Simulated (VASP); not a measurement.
Runs of VASP 6.6.1 on Mg. The structure is that of space group P6_3/mmc (No. 194), or close to it. The cells are those of the table. 

```csv
task,cell,cutoff (eV),smearing,ions in elastic constants,gap on the mesh (eV),pressure (GPa),relaxed volume (Å³/atom)
single point,"a = 3.144, b = 3.144, c = 5.059 Å, angles 90.0, 90.0, 120.0°, 2 atoms",520,fermi-dirac 0.15 eV,-,none,-0.3,-
relaxation of cell and atoms,"relaxed from a = 3.209, b = 3.209, c = 5.210 Å, angles 90.0, 90.0, 120.0°, 2 atoms",600,gaussian 0.1 eV,-,none,0.0,21.43
relaxation of cell and atoms,"relaxed from a = 3.147, b = 3.147, c = 5.039 Å, angles 90.0, 90.0, 120.0°, 2 atoms",600,fermi-dirac 0.15 eV,-,none,0.0,(a)
single point,"a = 3.147, b = 3.147, c = 5.039 Å, angles 90.0, 90.0, 120.0°, 2 atoms",520,gaussian 0.1 eV,-,none,-0.3,-
```

Alike in all rows: level LDA; potentials or basis VASP PAW LDA potentials, release 64 (Mg); no spin polarisation; k mesh 15 × 15 × 8.

**Question.** Fill in the values left out.

**Answer.** (a) 21.48.

A gap of «none» marks levels without a gap at the run's occupations.
